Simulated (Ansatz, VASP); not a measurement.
## Bi in VASP and in Ansatz

Contents of INCAR:

```
PREC = Accurate
ENCUT = 520
EDIFF = 1E-6
ISMEAR = 0
SIGMA = 0.1
LREAL = False
LASPH = True
NELM = 80
ALGO = Fast
ISIF = 2
LWAVE = False
LCHARG = False
GGA = PS
NBANDS = 14
```

Contents of KPOINTS:

```
regular mesh
0
Gamma
  16 16 16
```

File POSCAR:

```
Bi
1.0
   -1.8962628657      1.8962628657      1.8962628657
    1.8962628657     -1.8962628657      1.8962628657
    1.8962628657      1.8962628657     -1.8962628657
Bi
1
Direct
    0.0000000000      0.0000000000      0.0000000000
```

Input for Ansatz:

```yaml
crystal:
  lattice:
    - [-1.8962628657, 1.8962628657, 1.8962628657]
    - [1.8962628657, -1.8962628657, 1.8962628657]
    - [1.8962628657, 1.8962628657, -1.8962628657]
  atoms:
    - { symbol: Bi, position: [0.0, 0.0, 0.0] }
basis:
  ecutwfc: 420
kpoints:
  mp_grid: { grid: [16, 16, 16] }
hamiltonian:
  xc: pbesol
scf:
  occupations: { method: gaussian, width: 0.1 }
output:
  forces: true
  stress: true
  eigenvalues: true
```

Alike in both runs: task single point; functional PBEsol; k mesh 16 × 16 × 16; occupations gaussian, width 0.1 eV; no spin polarisation.

```csv
,VASP,Ansatz
version,VASP 6.6.1,Ansatz 0.2.0
potentials or method,"VASP PAW PBE potentials, release 64 (Bi_d), cutoff 520 eV","scalar-relativistic, plane waves, PAW"
valence electrons in the cell,15,15
```

```tsv
	VASP	Ansatz	Ansatz less VASP
gap on the k mesh at the Fermi level (eV)	none	none	-
pressure (GPa)	7.0	7.1	+0.02
```

VASP's potentials were made for PBE, not for PBEsol. A gap of «none» marks a metal or a gap that the smearing closes.

Spin-orbit coupling is off throughout.
